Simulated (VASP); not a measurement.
Write the native input for VASP 6.6.1 that does the following.

* Task: single point
* Functional: PBEsol
* Potentials or basis: VASP PAW PBE potentials, release 64 (Al, N)
* Cutoff: 520 eV
* k mesh: 12 × 12 × 1
* Occupations: gaussian, width 0.1 eV
* Spin: no spin polarisation
* Dipole correction: yes
* Further INCAR settings: ALGO = Normal; EDIFF = 1e-06; NBANDS = 27

The structure of Al9N lies in POSCAR:

```
Al9N
1.0
    2.8362844918      0.0000000000      0.0000000000
   -1.4181422459      2.4562944222      0.0000000000
    0.0000000000      0.0000000000     37.6442989108
Al N
9 1
Direct
    0.3333333333      0.6666666666      0.2257978033
    0.0000000000      0.0000000000      0.2877072406
    0.6666666667      0.3333333333      0.3496166779
    0.0000000000      0.0000000000      0.4115261153
    0.3333333333      0.6666666666      0.4729161237
    0.0000000000      0.0000000000      0.5342805556
    0.6666666667      0.3333333333      0.5966221375
    0.0000000000      0.0000000000      0.6583877038
    0.3333333333      0.6666666666      0.7209215701
    0.3333333333      1.1666666666      0.7317009921
```

These files were run (other wordings do the same):

INCAR

```
SYSTEM = Al9N
PREC = Accurate
ENCUT = 520
EDIFF = 1E-6
ISMEAR = 0
SIGMA = 0.1
LREAL = .FALSE.
LASPH = .TRUE.
NELM = 80
ALGO = Normal
ISIF = 2
LWAVE = .FALSE.
LCHARG = .FALSE.
LDIPOL = .TRUE.
IDIPOL = 3
DIPOL = 0.5 0.5 0.499
GGA = PS
NBANDS = 27
```

KPOINTS

```
Automatic mesh
0
G
  12 12 1
  0 0 0
```

Potentials or basis: VASP PAW PBE potentials, release 64 (Al, N).

Launch:

```sh
$ cat potpaw_PBE.64/Al/POTCAR potpaw_PBE.64/N/POTCAR > POTCAR
$ mpirun -np 1 vasp_std > vasp.out
```

Results of the run:

* Largest force: 6.073 eV/Å
* Band gap on the k mesh: zero (bands 16 and 17 overlap by 3.23 eV)

Caveat: the PAW data sets were made with another functional, which shifts forces and pressure a little.

Run time: 9.3 min on 1 thread of Intel(R) Xeon(R) 6975P-C (Granite Rapids) (shared host), peak memory 0.54 GiB.
